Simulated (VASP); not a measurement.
# KLaGa3 (I4mm) in VASP: a series of runs

Runs on KLaGa3. Level: r2SCAN. Tasks: single point.

Everything below comes from runs of VASP 6.6.1. Logs are shortened: lines on timing, memory, paths and dates and some standing lists are left out, and cuts for length are marked.

## 1. The cell of the first run

The structure is tetragonal, space group I4mm (No. 107). Conventional cell: a = 4.627 Å, b = 4.627 Å, c = 11.286 Å, α = 90.00°, β = 90.00°, γ = 90.00°. Within 4.6 Å of La (site symmetry 4mm) lie 5 K at 3.51 to 4.37 Å and 13 Ga at 3.53 to 4.31 Å. K (site symmetry 4mm) has 5 Ga at 2.61 to 2.79 Å within 3.4 Å. Ga (site symmetry 2mm) has 6 Ga at 2.75 to 3.27 Å and 2 K at 2.79 Å within 3.6 Å. Within 3.4 Å of Ga (site symmetry 4mm) lie 1 K at 2.61 Å and 4 Ga at 2.75 Å.

## 2. Single point, r2SCAN

File POSCAR:

```
KLaGa3
1.0
    0.0000000000      4.6272680000      0.0000000000
    4.6272680000      0.0000000000      0.0000000000
    2.3136340000      2.3136340000     -5.6430920000
La K Ga
1 1 3
Direct
    0.1336000000      0.1336000000      0.7328000000
    0.5204000000      0.5204000000      0.9592000000
    0.8827000000      0.3827000000      0.2346000000
    0.3827000000      0.8827000000      0.2346000000
    0.7515000000      0.7515000000      0.4970000000
```

File INCAR.step1:

```
PREC = Accurate
ENCUT = 520
ISMEAR = -1
SIGMA = 0.1
LREAL = False
LASPH = True
NELM = 60
NBANDS = 38
GGA = PE
ALGO = Normal
EDIFF = 1E-4
LWAVE = True
LCHARG = False
```

File INCAR.step2:

```
PREC = Accurate
ENCUT = 520
EDIFF = 1E-6
ISMEAR = -1
SIGMA = 0.1
LREAL = False
LASPH = True
NELM = 60
ALGO = Normal
ISIF = 2
LWAVE = False
LCHARG = False
METAGGA = R2SCAN
LMIXTAU = True
NBANDS = 38
ISTART = 1
```

File KPOINTS:

```
regular mesh
0
Gamma
  4 4 4
```

Potentials or basis: VASP PAW PBE potentials, release 64 (La, K_sv, Ga_d).

Run with:

```bash
> cat potpaw_PBE.64/La/POTCAR potpaw_PBE.64/K_sv/POTCAR potpaw_PBE.64/Ga_d/POTCAR > POTCAR
> cp INCAR.step1 INCAR
> mpirun -np 1 vasp_std > vasp.out
> cp INCAR.step2 INCAR
> mpirun -np 1 vasp_std > vasp.out
```

OUTCAR:

```text
PREC = Accurate
   ENCUT = 520
   EDIFF = 1E-6
   ISMEAR = -1
   LREAL = False
   LASPH = True
   NELM = 60
   ISIF = 2
   METAGGA = R2SCAN
   ISTART = 1

 ion  position               nearest neighbor table
   1  0.134  0.134  0.733-   2 3.51   2 3.51   2 3.51   2 3.51
   2  0.520  0.520  0.959-   5 2.61   4 2.79   3 2.79   4 2.79   3 2.79   1 3.51   1 3.51   1 3.51
                             1 3.51
   3  0.883  0.383  0.235-   5 2.75   5 2.75   2 2.79   2 2.79
   4  0.383  0.883  0.235-   5 2.75   5 2.75   2 2.79   2 2.79
   5  0.752  0.752  0.497-   2 2.61   3 2.75   4 2.75   3 2.75   4 2.75

  LATTYP: Found a body centered tetragonal cell.
 ALAT       =     4.6272680000
 C/A-ratio  =     2.4390599377

  Lattice vectors:

 A1 = (  -2.3136340000,   2.3136340000,   5.6430920000)
 A2 = (   2.3136340000,  -2.3136340000,   5.6430920000)
 A3 = (   2.3136340000,   2.3136340000,  -5.6430920000)

Analysis of symmetry for initial positions (statically):
=====================================================================
 Subroutine PRICEL returns:
 Original cell was already a primitive cell.

 Routine SETGRP: Setting up the symmetry group for a
 body centered tetragonal supercell.

 Subroutine GETGRP returns: Found  8 space group operations
 (whereof  8 operations were pure point group operations)
 out of a pool of 16 trial point group operations.

The static configuration has the point symmetry C_4v.

Analysis of symmetry for dynamics (positions and initial velocities):
=====================================================================
 Subroutine PRICEL returns:
 Original cell was already a primitive cell.

 Routine SETGRP: Setting up the symmetry group for a
 body centered tetragonal supercell.

 Subroutine GETGRP returns: Found  8 space group operations
 (whereof  8 operations were pure point group operations)
 out of a pool of 16 trial point group operations.

The dynamic configuration has the point symmetry C_4v.

 Subroutine INISYM returns: Found  8 space group operations
 (whereof  8 operations are pure point group operations),
 and found     1 'primitive' translations

----------------------------------------------------------------------------------------

                                     Primitive cell

[... 82 lines left out ...]
   ENCUT  =  520.0 eV  38.22 Ry    6.18 a.u.   8.60  8.60 12.13*2*pi/ulx,y,z
   NELM   =     60;   NELMIN=  2; NELMDL=  0     # of ELM steps
   EDIFF  = 0.1E-05   stopping-criterion for ELM
   LREAL  =      F    real-space projection
   EDIFFG = 0.1E-04   stopping-criterion for IOM
   NSW    =      0    number of steps for IOM
   IBRION =     -1    ionic relax: 0-MD 1-quasi-New 2-CG
   NFREE  =      0    steps in history (QN), initial steepest desc. (CG)
   ISIF   =      2    stress and relaxation
   ISYM   =      2    0-nonsym 1-usesym 2-fastsym
   POTIM  = 0.5000    time-step for ionic-motion
   TEBEG  =    0.0;   TEEND  =   0.0 temperature during run
   PSTRESS=    0.0 pullay stress
   NELECT =      59.0000    total number of electrons
   NUPDOWN=      -1.0000    fix difference up-down
   EMIN   =  10.00;   EMAX   =-10.00  energy-range for DOS
   EFERMI =   0.00;   METHOD = LEGACY
   ISMEAR =    -1;   SIGMA  =   0.10  broadening in eV -4-tet -1-fermi 0-gaus
   EFERMI_NEDOS =   21; number of points for ismear=-14 and -15
   IALGO  =     38    algorithm
   IMIX   =      4    mixing-type and parameters
     AMIX     =   0.40;   BMIX     =  1.00
     AMIX_MAG =   1.60;   BMIX_MAG =  1.00
  volume/ion in A,a.u.               =      24.17       163.08
  Fermi-wavevector in a.u.,A,eV,Ry     =   1.289150  2.436140 22.611617  1.661907
  Thomas-Fermi vector in A             =   2.421060
   LORBIT       =      0    0 simple, 1 ext, 2 COOP (PROOUT), +10 PAW based schemes
   METAGGA = R2SCAN    functional components
   LHFCALC =     F    Hartree Fock is set to
   AEXX    =    0.0000 exact exchange contribution
   IVDW    =     0    specifies the selected vdW correction
   LEPSILON=     F    determine dielectric tensor
   LRPA    =     F    only Hartree local field effects (RPA)
 non-spin polarized calculation
  energy-cutoff  :      520.00
  volume of cell :      120.83
 maximum number of plane-waves:      3284
 NGX is ok and might be reduce to    36
   NGX = 17   NGY = 17   NGZ = 25

 number of electron      58.9999974 magnetization

 Free energy of the ion-electron system (eV)
  ---------------------------------------------------
  ext. energy  EPLUGINS =         0.00000000
  ---------------------------------------------------
  free energy    TOTEN  =       -69.17183735 eV

  energy without entropy =      -69.08866909  energy(sigma->0) =      -69.13025322

 E-fermi :   5.3670     XC(G=0): -10.8281

 val. band max:        5.3446459482   @ k =   0.5000   0.0000   0.2500
 cond. band min:       5.3861883158   @ k =   0.2500   0.2500   0.0000
 fundamental gap:      0.0415423675
 Fermi energy:         5.3670089807

 k-point     1 :       0.0000    0.0000    0.0000
  band No.  band energies     occupation
      1     -29.1930      2.00000
      2     -26.6269      2.00000
      3     -12.4427      2.00000
      4     -12.4426      2.00000
      5     -12.4047      2.00000
      6     -10.2563      2.00000
[... 522 lines left out ...]
     37       7.1401      0.00000
     38       7.3628      0.00000

------------------------ aborting loop because EDIFF is reached ----------------------------------------

  FORCE on cell =-STRESS in cart. coord.  units (eV):
  Direction    XX          YY          ZZ          XY          YZ          ZX
  --------------------------------------------------------------------------------------
  -------------------------------------------------------------------------------------
  Total        1.7882213      1.7882213      5.1344291      0.0000000      0.0000000      0.0000000
  in kB       23.7118485     23.7118485     68.0826276      0.0000000      0.0000000      0.0000000
  external PRESSURE =      38.5021082 kB  Pullay stress =       0.0000000 kB

 VOLUME and BASIS-vectors are now :
 -----------------------------------------------------------------------------
  energy-cutoff  :      520.00
  volume of cell :      120.83
      direct lattice vectors                 reciprocal lattice vectors
     0.000000000  4.627268000  0.000000000     0.000000000  0.216110240  0.088603907
     4.627268000  0.000000000  0.000000000     0.216110240  0.000000000  0.088603907
     2.313634000  2.313634000 -5.643092000     0.000000000  0.000000000 -0.177207814

 POSITION                                       TOTAL-FORCE (eV/Angst)
 -----------------------------------------------------------------------------------
      2.31363      2.31363     -4.13526        -0.000000     -0.000000      0.346336
      4.62727      4.62727     -5.41285        -0.000000     -0.000000      0.004122
      2.31363      4.62727     -1.32387        -0.000000     -0.000000     -1.155275
      4.62727      2.31363     -1.32387        -0.000000     -0.000000     -1.155275
      4.62727      4.62727     -2.80462         0.000000      0.000000      1.960092
 -----------------------------------------------------------------------------------
    total drift:                               -0.000035     -0.000035     -0.003231

  FREE ENERGIE OF THE ION-ELECTRON SYSTEM (eV)
  ---------------------------------------------------
  free  energy   TOTEN  =       -69.1718373500 eV

  energy  without entropy=      -69.0886690857  energy(sigma->0) =      -69.13025322
```

OSZICAR.step1:

```text
N       E                     dE             d eps       ncg     rms          rms(c)
DAV:   1     0.541478647334E+03    0.54148E+03   -0.26111E+04   988   0.251E+03
DAV:   2     0.850100748957E+02   -0.45647E+03   -0.42160E+03  1156   0.506E+02
DAV:   3    -0.303808756252E+01   -0.88048E+02   -0.84131E+02  1064   0.195E+02
DAV:   4    -0.129841511455E+02   -0.99461E+01   -0.94350E+01  1614   0.538E+01
DAV:   5    -0.137169391405E+02   -0.73279E+00   -0.72559E+00  1810   0.121E+01    0.131E+01
DAV:   6    -0.136601018271E+02    0.56837E-01   -0.86446E-01  1680   0.706E+00    0.809E+00
DAV:   7    -0.136465150945E+02    0.13587E-01   -0.25916E-01  1544   0.336E+00    0.102E+00
DAV:   8    -0.136473036815E+02   -0.78859E-03   -0.37827E-02  1536   0.184E+00    0.342E-01
DAV:   9    -0.136467940937E+02    0.50959E-03   -0.57750E-03  1512   0.137E+00    0.181E-01
DAV:  10    -0.136468143263E+02   -0.20233E-04   -0.19146E-03  1720   0.761E-01    0.625E-02
DAV:  11    -0.136468402282E+02   -0.25902E-04   -0.50220E-04  1360   0.372E-01
   1 F= -.13646840E+02 E0= -.13602361E+02  d E =-.889575E-01
```

It took 6.5 min on 1 thread of Intel Xeon Platinum 8259CL at 2.50GHz (Skylake/Cascade Lake), shared host; peak memory 0.3 GiB.

What came out:

```
Free energy   : -69.1718 eV
Pressure      : 3.9 GPa
Largest force : 1.960 eV/Å
```

Forces on the atoms (eV/Å):
```
La   0.000  0.000  0.346
K    0.000  0.000  0.004
Ga   0.000  0.000 -1.155
Ga   0.000  0.000 -1.155
Ga   0.000  0.000  1.960
```

Caveat: the k points lie up to 0.37 Å⁻¹ apart; the PAW data sets were made with another functional, which shifts forces and pressure a little; spin-orbit coupling is left out, which moves the levels of the heavy elements.

## 3. Single point, r2SCAN

POSCAR is that of step 2.

File INCAR.step1:

```
SYSTEM = KLaGa3
PREC = Accurate
ENCUT = 520
ISMEAR = -1
SIGMA = 0.1
LREAL = .FALSE.
LASPH = .TRUE.
NELM = 60
NBANDS = 38
GGA = PE
ALGO = Normal
EDIFF = 1E-4
LWAVE = .TRUE.
LCHARG = .FALSE.
```

File INCAR.step2:

```
SYSTEM = KLaGa3
PREC = Accurate
ENCUT = 520
EDIFF = 1E-6
ISMEAR = -1
SIGMA = 0.1
LREAL = .FALSE.
LASPH = .TRUE.
NELM = 60
ALGO = Normal
ISIF = 2
LWAVE = .FALSE.
LCHARG = .TRUE.
METAGGA = R2SCAN
LMIXTAU = .TRUE.
LELF = .TRUE.
LVHAR = .TRUE.
NBANDS = 38
ISTART = 1
```

File KPOINTS:

```
Automatic mesh
0
G
  4 4 4
  0 0 0
```

Potentials or basis: VASP PAW PBE potentials, release 64 (La, K_sv, Ga_d).

Run with:

```bash
> cat potpaw_PBE.64/La/POTCAR potpaw_PBE.64/K_sv/POTCAR potpaw_PBE.64/Ga_d/POTCAR > POTCAR
> cp INCAR.step1 INCAR
> mpirun -np 1 vasp_std > vasp.out
> cp INCAR.step2 INCAR
> mpirun -np 1 vasp_std > vasp.out
```

OUTCAR:

```text
SYSTEM = KLaGa3
   PREC = Accurate
   ENCUT = 520
   EDIFF = 1E-6
   ISMEAR = -1
   LREAL = .FALSE.
   LASPH = .TRUE.
   NELM = 60
   ISIF = 2
   METAGGA = R2SCAN
   ISTART = 1

 ion  position               nearest neighbor table
   1  0.134  0.134  0.733-   2 3.51   2 3.51   2 3.51   2 3.51
   2  0.520  0.520  0.959-   5 2.61   4 2.79   3 2.79   4 2.79   3 2.79   1 3.51   1 3.51   1 3.51
                             1 3.51
   3  0.883  0.383  0.235-   5 2.75   5 2.75   2 2.79   2 2.79
[... 726 lines left out ...]
  -------------------------------------------------------------------------------------
  Total        1.7882213      1.7882213      5.1344291      0.0000000      0.0000000      0.0000000
  in kB       23.7118485     23.7118485     68.0826276      0.0000000      0.0000000      0.0000000
  external PRESSURE =      38.5021082 kB  Pullay stress =       0.0000000 kB

 VOLUME and BASIS-vectors are now :
 -----------------------------------------------------------------------------
  energy-cutoff  :      520.00
  volume of cell :      120.83
      direct lattice vectors                 reciprocal lattice vectors
     0.000000000  4.627268000  0.000000000     0.000000000  0.216110240  0.088603907
     4.627268000  0.000000000  0.000000000     0.216110240  0.000000000  0.088603907
     2.313634000  2.313634000 -5.643092000     0.000000000  0.000000000 -0.177207814

 POSITION                                       TOTAL-FORCE (eV/Angst)
 -----------------------------------------------------------------------------------
      2.31363      2.31363     -4.13526        -0.000000     -0.000000      0.346336
      4.62727      4.62727     -5.41285        -0.000000     -0.000000      0.004122
      2.31363      4.62727     -1.32387        -0.000000     -0.000000     -1.155275
      4.62727      2.31363     -1.32387        -0.000000     -0.000000     -1.155275
      4.62727      4.62727     -2.80462         0.000000      0.000000      1.960092
 -----------------------------------------------------------------------------------
    total drift:                               -0.000035     -0.000035     -0.003231

  FREE ENERGIE OF THE ION-ELECTRON SYSTEM (eV)
  ---------------------------------------------------
  free  energy   TOTEN  =       -69.1718373500 eV

  energy  without entropy=      -69.0886690857  energy(sigma->0) =      -69.13025322
```

OUTCAR.step1:

```text
SYSTEM = KLaGa3
   PREC = Accurate
   ENCUT = 520
   ISMEAR = -1
   LREAL = .FALSE.
   LASPH = .TRUE.
[... 753 lines left out ...]
      2.31363      4.62727     -1.32387         0.000000      0.000000     -1.085237
      4.62727      2.31363     -1.32387         0.000000      0.000000     -1.085237
      4.62727      4.62727     -2.80462         0.000000      0.000000      1.724009
 -----------------------------------------------------------------------------------
    total drift:                               -0.000012     -0.000012     -0.006294

  FREE ENERGIE OF THE ION-ELECTRON SYSTEM (eV)
  ---------------------------------------------------
  free  energy   TOTEN  =       -13.6468402282 eV

  energy  without entropy=      -13.5578827602  energy(sigma->0) =      -13.60236149
```

OSZICAR.step1:

```text
N       E                     dE             d eps       ncg     rms          rms(c)
DAV:   1     0.541478647334E+03    0.54148E+03   -0.26111E+04   988   0.251E+03
DAV:   2     0.850100748957E+02   -0.45647E+03   -0.42160E+03  1156   0.506E+02
DAV:   3    -0.303808756252E+01   -0.88048E+02   -0.84131E+02  1064   0.195E+02
DAV:   4    -0.129841511455E+02   -0.99461E+01   -0.94350E+01  1614   0.538E+01
DAV:   5    -0.137169391405E+02   -0.73279E+00   -0.72559E+00  1810   0.121E+01    0.131E+01
DAV:   6    -0.136601018271E+02    0.56837E-01   -0.86446E-01  1680   0.706E+00    0.809E+00
DAV:   7    -0.136465150945E+02    0.13587E-01   -0.25916E-01  1544   0.336E+00    0.102E+00
DAV:   8    -0.136473036815E+02   -0.78859E-03   -0.37827E-02  1536   0.184E+00    0.342E-01
DAV:   9    -0.136467940937E+02    0.50959E-03   -0.57750E-03  1512   0.137E+00    0.181E-01
DAV:  10    -0.136468143263E+02   -0.20233E-04   -0.19146E-03  1720   0.761E-01    0.625E-02
DAV:  11    -0.136468402282E+02   -0.25902E-04   -0.50220E-04  1360   0.372E-01
   1 F= -.13646840E+02 E0= -.13602361E+02  d E =-.889575E-01
```

Run time: 6.8 min. Hardware: 1 thread of Intel Xeon Platinum 8259CL at 2.50GHz (Skylake/Cascade Lake), shared host; peak memory 0.3 GiB.

What came out:

| Item | Value |
| --- | --- |
| Free energy | -69.1718 eV |
| Pressure | 3.9 GPa |
| Largest force | 1.960 eV/Å |

Forces on the atoms (eV/Å):
```
La   0.000  0.000  0.346
K    0.000  0.000  0.004
Ga   0.000  0.000 -1.155
Ga   0.000  0.000 -1.155
Ga   0.000  0.000  1.960
```

Levels at points of the mesh, in eV from the Fermi level:
| k point | band 27 | band 28 | band 29 | band 30 | band 31 | band 32 | band 33 | band 34 |
| --- | --- | --- | --- | --- | --- | --- | --- | --- |
| (0.00, 0.00, 0.00) | -1.94 | -1.94 | -1.16 | -1.02 | 1.59 | 1.59 | 1.62 | 1.64 |
| (0.50, 0.00, 0.00) | -1.92 | -1.08 | -0.18 | 0.52 | 0.57 | 1.15 | 1.41 | 1.64 |
| (0.50, 0.50, 0.00) | -2.06 | -1.66 | -1.31 | -0.54 | 1.51 | 1.61 | 1.62 | 1.75 |
| (0.00, 0.00, 0.50) | -1.39 | -1.39 | -0.45 | 0.89 | 1.16 | 1.23 | 1.23 | 1.52 |

Caveat: the k points lie up to 0.37 Å⁻¹ apart; the PAW data sets were made with another functional, which shifts forces and pressure a little; spin-orbit coupling is left out, which moves the levels of the heavy elements.
